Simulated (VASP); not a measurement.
Input of a VASP 6.6.1 run:

The input POSCAR:

```
Sb
1.0
    0.0000000000      2.3712425216      2.3712425216
    2.3712425216      0.0000000000      2.3712425216
    2.3712425216      2.3712425216      0.0000000000
Sb
1
Direct
    0.0000000000      0.0000000000      0.0000000000
```

The input INCAR.step1:

```
SYSTEM = Sb
PREC     = Accurate       ! precision mode
ENCUT    = 600            ! plane-wave cutoff, eV
EDIFF    = 1E-5           ! SCF threshold, eV
ISMEAR   = -1             ! smearing method
SIGMA    = 0.05           ! smearing width, eV
LREAL    = .False.        ! projectors in reciprocal space
LASPH    = .True.         ! aspherical terms in the spheres
NELM     = 80             ! most SCF steps
ALGO     = Normal         ! electronic algorithm
LWAVE    = .True.         ! write WAVECAR
LCHARG   = .False.        ! write CHGCAR
GGA      = PE             ! functional
NBANDS   = 8              ! bands
```

File INCAR.step2:

```
SYSTEM = Sb
PREC     = Accurate       ! precision mode
ENCUT    = 600            ! plane-wave cutoff, eV
EDIFF    = 1E-6           ! SCF threshold, eV
ISMEAR   = -1             ! smearing method
SIGMA    = 0.05           ! smearing width, eV
LREAL    = .False.        ! projectors in reciprocal space
LASPH    = .True.         ! aspherical terms in the spheres
NELM     = 80             ! most SCF steps
ALGO     = Normal         ! electronic algorithm
ISIF     = 3              ! what is computed and relaxed
LWAVE    = .False.        ! write WAVECAR
LCHARG   = .False.        ! write CHGCAR
GGA      = PS             ! functional
LHFCALC  = .True.         ! exact exchange
AEXX     = 0.25           ! exact-exchange fraction
HFSCREEN = 0.207          ! screening, 1/A
PRECFOCK = Normal       
IBRION   = 2              ! ionic algorithm
NSW      = 60             ! ionic steps
EDIFFG   = -0.01          ! ionic threshold
ISTART   = 1
```

The input KPOINTS:

```
regular mesh
0
Gamma
  5 5 5
  0 0 0
```

Potentials or basis: VASP PAW PBE potentials, release 64 (Sb).

Launch:

```bash
$ cat potpaw_PBE.64/Sb/POTCAR > POTCAR
$ cp INCAR.step1 INCAR
$ mpirun -np 1 vasp_std > vasp.out
$ cp INCAR.step2 INCAR
$ mpirun -np 1 vasp_std > vasp.out
```

(1) What does it give for the space group after relaxing (to 0.05 Å)?

(2) Predict the relaxed volume.

(3) What does it give for the relaxed cell?

## Answers

(1) Fm-3m (No. 225).

(2) 25.55 Å³/atom.

(3) a = 3.306 Å, b = 3.306 Å, c = 3.306 Å, α = 60.00°, β = 60.00°, γ = 60.00°.

Caveat: the k points lie up to 0.47 Å⁻¹ apart in the final cell; the PAW data sets were made with another functional, which shifts forces and pressure a little.
